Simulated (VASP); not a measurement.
# TaRu (Pm-3m) in VASP: further runs, part 2 of 2

VASP 6.6.1.

### 4 Relaxation of the atoms, LDA

This run uses another cell than the first one, of 16.06 Å³/atom, 1.250 times its volume.

File INCAR:

```
SYSTEM = TaRu
PREC = Accurate
ENCUT = 520
EDIFF = 1E-6
ISMEAR = -1
SIGMA = 0.05
LREAL = .False.
LASPH = .True.
NELM = 100
ALGO = Normal
ISIF = 2
LWAVE = .False.
LCHARG = .False.
IBRION = 2
NSW = 50
EDIFFG = -0.01
```

File KPOINTS:

```
Automatic mesh
0
Gamma
  11 11 11
  0 0 0
```

File POSCAR:

```
TaRu
1.0
    3.1788420000      0.0000000000      0.0000000000
    0.0000000000      3.1788420000      0.0000000000
    0.0000000000      0.0000000000      3.1788420000
Ta Ru
1 1
Direct
    0.5000000000      0.5000000000      0.5000000000
    0.0000000000      0.0000000000      0.0000000000
```

Potentials or basis: VASP PAW LDA potentials, release 64 (Ta_pv, Ru_pv).

On the command line:

```bash
$ cat potpaw_LDA.64/Ta_pv/POTCAR potpaw_LDA.64/Ru_pv/POTCAR > POTCAR
$ mpirun -np 1 vasp_std > vasp.out
```

OUTCAR:

```text
SYSTEM = TaRu
   PREC = Accurate
   ENCUT = 520
   EDIFF = 1E-6
   ISMEAR = -1
   LREAL = .False.
   LASPH = .True.
   NELM = 100
   ISIF = 2
   IBRION = 2
   NSW = 50
   EDIFFG = -0.01

 ion  position               nearest neighbor table
   1  0.500  0.500  0.500-   2 2.75   2 2.75   2 2.75   2 2.75   2 2.75   2 2.75   2 2.75   2 2.75

   2  0.000  0.000  0.000-   1 2.75   1 2.75   1 2.75   1 2.75   1 2.75   1 2.75   1 2.75   1 2.75

  LATTYP: Found a simple cubic cell.
 ALAT       =     3.1788420000

  Lattice vectors:

 A1 = (   3.1788420000,   0.0000000000,   0.0000000000)
 A2 = (   0.0000000000,   3.1788420000,   0.0000000000)
 A3 = (   0.0000000000,   0.0000000000,   3.1788420000)

Analysis of symmetry for initial positions (statically):
=====================================================================
 Subroutine PRICEL returns:
 Original cell was already a primitive cell.

 Routine SETGRP: Setting up the symmetry group for a
 simple cubic supercell.

 Subroutine GETGRP returns: Found 48 space group operations
 (whereof 48 operations were pure point group operations)
 out of a pool of 48 trial point group operations.

The static configuration has the point symmetry O_h .

Analysis of symmetry for dynamics (positions and initial velocities):
=====================================================================
 Subroutine PRICEL returns:
 Original cell was already a primitive cell.

 Routine SETGRP: Setting up the symmetry group for a
 simple cubic supercell.

 Subroutine GETGRP returns: Found 48 space group operations
 (whereof 48 operations were pure point group operations)
 out of a pool of 48 trial point group operations.

The dynamic configuration has the point symmetry O_h .

 Subroutine INISYM returns: Found 48 space group operations
 (whereof 48 operations are pure point group operations),
 and found     1 'primitive' translations

----------------------------------------------------------------------------------------

                                     Primitive cell

  volume of cell :      32.1223

  direct lattice vectors                    reciprocal lattice vectors
     3.178842000  0.000000000  0.000000000     0.314579963  0.000000000  0.000000000
     0.000000000  3.178842000  0.000000000     0.000000000  0.314579963  0.000000000
     0.000000000  0.000000000  3.178842000     0.000000000  0.000000000  0.314579963

  length of vectors
     3.178842000  3.178842000  3.178842000     0.314579963  0.314579963  0.314579963

  position of ions in fractional coordinates (direct lattice)
     0.500000000  0.500000000  0.500000000
     0.000000000  0.000000000  0.000000000

  ion indices of the primitive-cell ions
   primitive index   ion index
                 1           1
                 2           2

----------------------------------------------------------------------------------------

 KPOINTS: Automatic mesh

Automatic generation of k-mesh.
 Grid dimensions read from file:
 generate k-points for:   11   11   11

 Generating k-lattice:

  Cartesian coordinates                     Fractional coordinates (reciprocal lattice)
     0.028598178  0.000000000  0.000000000     0.090909091  0.000000000  0.000000000
     0.000000000  0.028598178  0.000000000     0.000000000  0.090909091  0.000000000
     0.000000000  0.000000000  0.028598178     0.000000000  0.000000000  0.090909091

  Length of vectors
     0.028598178  0.028598178  0.028598178

  Shift w.r.t. Gamma in fractional coordinates (k-lattice)
     0.000000000  0.000000000  0.000000000

 Subroutine IBZKPT returns following result:
 ===========================================

 Found     56 irreducible k-points:

 Following reciprocal coordinates:
            Coordinates               Weight
  0.000000  0.000000  0.000000      1.000000
  0.090909  0.000000  0.000000      6.000000
  0.181818  0.000000  0.000000      6.000000
  0.272727  0.000000  0.000000      6.000000
  0.363636  0.000000  0.000000      6.000000
  0.454545  0.000000  0.000000      6.000000
[... 16 lines left out ...]
  0.181818  0.090909  0.090909     24.000000
  0.272727  0.090909  0.090909     24.000000
 [... further k-points ...]
   k-points           NKPTS =     56   k-points in BZ     NKDIM =     56   number of bands    NBANDS=     16
   number of dos      NEDOS =    301   number of ions     NIONS =      2
   total plane-waves  NPLWV =  13824
   dimension x,y,z NGX =    24 NGY =   24 NGZ =   24
   dimension x,y,z NGXF=    48 NGYF=   48 NGZF=   48
   ions per type =               1   1
   NGX,Y,Z   is equivalent  to a cutoff of  12.55, 12.55, 12.55 a.u.
   NGXF,Y,Z  is equivalent  to a cutoff of  25.10, 25.10, 25.10 a.u.
 SYSTEM =  TaRu
   PREC   = accura    normal or accurate (medium, high low for compatibility)
   ISTART =      0    job   : 0-new  1-cont  2-samecut
   ICHARG =      2    charge: 1-file 2-atom 10-const
   ISPIN  =      1    spin polarized calculation?
   LNONCOLLINEAR =      F non collinear calculations
   LSORBIT =      F    spin-orbit coupling
   LASPH  =      T    aspherical Exc in radial PAW
   ENCUT  =  520.0 eV  38.22 Ry    6.18 a.u.   5.91  5.91  5.91*2*pi/ulx,y,z
   NELM   =    100;   NELMIN=  2; NELMDL= -5     # of ELM steps
   EDIFF  = 0.1E-05   stopping-criterion for ELM
   LREAL  =      F    real-space projection
   EDIFFG = -.1E-01   stopping-criterion for IOM
   NSW    =     50    number of steps for IOM
   IBRION =      2    ionic relax: 0-MD 1-quasi-New 2-CG
   NFREE  =      1    steps in history (QN), initial steepest desc. (CG)
   ISIF   =      2    stress and relaxation
   ISYM   =      2    0-nonsym 1-usesym 2-fastsym
   POTIM  = 0.5000    time-step for ionic-motion
   TEBEG  =    0.0;   TEEND  =   0.0 temperature during run
   PSTRESS=    0.0 pullay stress
   NELECT =      25.0000    total number of electrons
   NUPDOWN=      -1.0000    fix difference up-down
   EMIN   =  10.00;   EMAX   =-10.00  energy-range for DOS
   EFERMI =   0.00;   METHOD = LEGACY
   ISMEAR =    -1;   SIGMA  =   0.05  broadening in eV -4-tet -1-fermi 0-gaus
   EFERMI_NEDOS =   21; number of points for ismear=-14 and -15
   IALGO  =     38    algorithm
   IMIX   =      4    mixing-type and parameters
     AMIX     =   0.40;   BMIX     =  1.00
     AMIX_MAG =   1.60;   BMIX_MAG =  1.00
  volume/ion in A,a.u.               =      16.06       108.39
  Fermi-wavevector in a.u.,A,eV,Ry     =   1.505864  2.845671 30.852950  2.267628
  Thomas-Fermi vector in A             =   2.616657
   LORBIT       =      0    0 simple, 1 ext, 2 COOP (PROOUT), +10 PAW based schemes
   GGA     = CA    functional components
   LHFCALC =     F    Hartree Fock is set to
   AEXX    =    0.0000 exact exchange contribution
   IVDW    =     0    specifies the selected vdW correction
   LEPSILON=     F    determine dielectric tensor
   LRPA    =     F    only Hartree local field effects (RPA)
 conjugate gradient relaxation of ions
 non-spin polarized calculation
  energy-cutoff  :      520.00
  volume of cell :       32.12
 maximum number of plane-waves:       885
 NGX is ok and might be reduce to    24
   NGX = 11   NGY = 11   NGZ = 11

 number of electron      24.9999991 magnetization

 Free energy of the ion-electron system (eV)
  ---------------------------------------------------
  ext. energy  EPLUGINS =         0.00000000
  ---------------------------------------------------
  free energy    TOTEN  =       -23.94042587 eV

  energy without entropy =      -23.91302018  energy(sigma->0) =      -23.92672303

 E-fermi :   9.2618     XC(G=0): -13.3939

 val. band max:        9.2539085878   @ k =   0.4545   0.0000   0.0000
 cond. band min:       9.2861655396   @ k =   0.4545   0.1818   0.0909
 fundamental gap:      0.0322569517
 Fermi energy:         9.2617856972

 k-point     1 :       0.0000    0.0000    0.0000
  band No.  band energies     occupation
      1     -33.7059      2.00000
      2     -33.7059      2.00000
      3     -33.7059      2.00000
      4     -25.5909      2.00000
      5     -25.5909      2.00000
      6     -25.5909      2.00000
[... 8 lines left out ...]
     15      13.2577      0.00000
     16      13.2577      0.00000
[... 419 lines left out ...]
 k-point    24 :       0.2727    0.0909    0.0909
  band No.  band energies     occupation
      1     -33.7604      2.00000
      2     -33.7032      2.00000
      3     -33.7027      2.00000
      4     -25.7780      2.00000
      5     -25.6126      2.00000
      6     -25.6123      2.00000
[... 8 lines left out ...]
     15      10.5681      0.00000
     16      10.5869      0.00000

 [... further k-points ...]
[... 5 lines left out ...]
  --------------------------------------------------------------------------------------
  -------------------------------------------------------------------------------------
  Total       -2.7480971     -2.7480971     -2.7480971     -0.0000000     -0.0000000     -0.0000000
  in kB     -137.0679202   -137.0679202   -137.0679202     -0.0000000     -0.0000000     -0.0000000
  external PRESSURE =    -137.0679202 kB  Pullay stress =       0.0000000 kB

 VOLUME and BASIS-vectors are now :
 -----------------------------------------------------------------------------
  energy-cutoff  :      520.00
  volume of cell :       32.12
      direct lattice vectors                 reciprocal lattice vectors
     3.178842000  0.000000000  0.000000000     0.314579963  0.000000000  0.000000000
     0.000000000  3.178842000  0.000000000     0.000000000  0.314579963  0.000000000
     0.000000000  0.000000000  3.178842000     0.000000000  0.000000000  0.314579963

 POSITION                                       TOTAL-FORCE (eV/Angst)
 -----------------------------------------------------------------------------------
      1.58942      1.58942      1.58942         0.000000      0.000000      0.000000
      0.00000      0.00000      0.00000         0.000000      0.000000      0.000000
 -----------------------------------------------------------------------------------
    total drift:                                0.000000      0.000000     -0.000000

  FREE ENERGIE OF THE ION-ELECTRON SYSTEM (eV)
  ---------------------------------------------------
  free  energy   TOTEN  =       -23.9404258736 eV

  energy  without entropy=      -23.9130201799  energy(sigma->0) =      -23.92672303

 reached required accuracy - stopping structural energy minimisation
```

CONTCAR:

```text
TaRu
   1.00000000000000
     3.1788419999999999    0.0000000000000000    0.0000000000000000
     0.0000000000000000    3.1788419999999999    0.0000000000000000
     0.0000000000000000    0.0000000000000000    3.1788419999999999
  Ta              Ru
     1     1
Direct
     0.5000000000000000    0.5000000000000000    0.5000000000000000
     0.0000000000000000    0.0000000000000000    0.0000000000000000

  0.00000000E+00  0.00000000E+00  0.00000000E+00
  0.00000000E+00  0.00000000E+00  0.00000000E+00
```

Run time: 15 s. Hardware: 1 thread of Intel Xeon 6975P-C, shared host; peak memory 0.15 GiB.

Results:

| Item | Value |
| --- | --- |
| Free energy | -23.9404 eV |
| Pressure after relaxing | -13.7 GPa |

Final structure:
```
Ta Ru
1.0
     3.17884    0.00000    0.00000
     0.00000    3.17884    0.00000
     0.00000    0.00000    3.17884
Ta Ru
1 1
Direct
  0.50000 0.50000 0.50000
  0.00000 0.00000 0.00000
```

Caveat: the relaxation stopped at its first step, so nothing moved; spin-orbit coupling is left out, which moves the levels of the heavy elements.

### 5 Summary

```csv
cell,gap on the mesh (eV),pressure (GPa)
"atoms relaxed from a = 2.951 Å, 2 atoms",none,69.4
"atoms relaxed from a = 3.069 Å, 2 atoms",none,16.4
"atoms relaxed from a = 3.179 Å, 2 atoms",none,-13.7
```

Alike in all rows: task relaxation of the atoms; level LDA; potentials or basis VASP PAW LDA potentials, release 64 (Ta_pv, Ru_pv); no spin polarisation; k mesh 11 × 11 × 11; cutoff (eV) 520; smearing fermi-dirac 0.05 eV.

Caveats: the relaxation stopped at its first step, so nothing moved; spin-orbit coupling is left out, which moves the levels of the heavy elements.

Absolute energies hang on the potentials; compare differences alone.
